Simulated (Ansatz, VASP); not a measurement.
**ZnCu in VASP and in Ansatz**

Contents of INCAR:

```
SYSTEM = ZnCu
PREC = Accurate
ENCUT = 600
EDIFF = 1E-7
ISMEAR = 0
SIGMA = 0.1
LREAL = .False.
LASPH = .True.
NELM = 120
ALGO = Normal
ISIF = 3
LWAVE = .False.
LCHARG = .False.
GGA = PE
IBRION = 2
NSW = 60
EDIFFG = -0.04
GGA_COMPAT = .False.
NELMIN = 4
```

The input KPOINTS:

```
Automatic mesh
0
Gamma
  6 6 6
  0 0 0
```

The input POSCAR:

```
ZnCu
1.0
    2.9205540000      0.0000000000      0.0000000000
    0.0000000000      2.9205540000      0.0000000000
    0.0000000000      0.0000000000      2.9205540000
Zn Cu
1 1
Direct
    0.5000000000      0.5000000000      0.5000000000
    0.0000000000      0.0000000000      0.0000000000
```

Input for Ansatz:

```yaml
crystal:
  lattice:
    - [2.92055392, 0.0, 0.0]
    - [0.0, 2.92055392, 0.0]
    - [0.0, 0.0, 2.92055392]
  atoms:
    - { symbol: Zn, position: [0.5, 0.5, 0.5] }
    - { symbol: Cu, position: [0.0, 0.0, 0.0] }
basis:
  ecutwfc: 420
kpoints:
  mp_grid: { grid: [6, 6, 6] }
hamiltonian:
  xc: pbe
scf:
  occupations: { method: gaussian, width: 0.1 }
output:
  forces: true
  stress: true
  eigenvalues: true
relax:
  adjacent_minimum: "off"
  f_tol: 0.04
  max_steps: 40
  cell: { stress_tol: 0.4 }
```

Alike in both runs: task relaxation of cell and atoms; functional PBE; k mesh 6 × 6 × 6; occupations gaussian, width 0.1 eV; no spin polarisation.

|  | VASP | Ansatz |
| --- | --- | --- |
| version | VASP 6.6.1 | Ansatz 0.2.0 |
| potentials or method | VASP PAW PBE potentials, release 64 (Zn, Cu), cutoff 600 eV | scalar-relativistic, plane waves, PAW |
| valence electrons in the cell | 23 | 31 |

Ansatz gave:

| Property | Result |
| --- | --- |
| gap on the k mesh at the Fermi level, each at its own relaxed structure (eV) | none |
| relaxed volume (Å³/atom) | 13.07 |
| relaxed cell length with the largest relative difference (Å) | 2.968 |

Problem. Which values does VASP return?

Solution. gap on the k mesh at the Fermi level, each at its own relaxed structure (eV): none; relaxed volume (Å³/atom): 13.15; relaxed cell length with the largest relative difference (Å): 2.974.

A gap of «none» marks a metal or a gap that the smearing closes. VASP's potentials hold 23 valence electrons a cell and Ansatz's 31, so a difference there can come from the potentials and not from the codes.
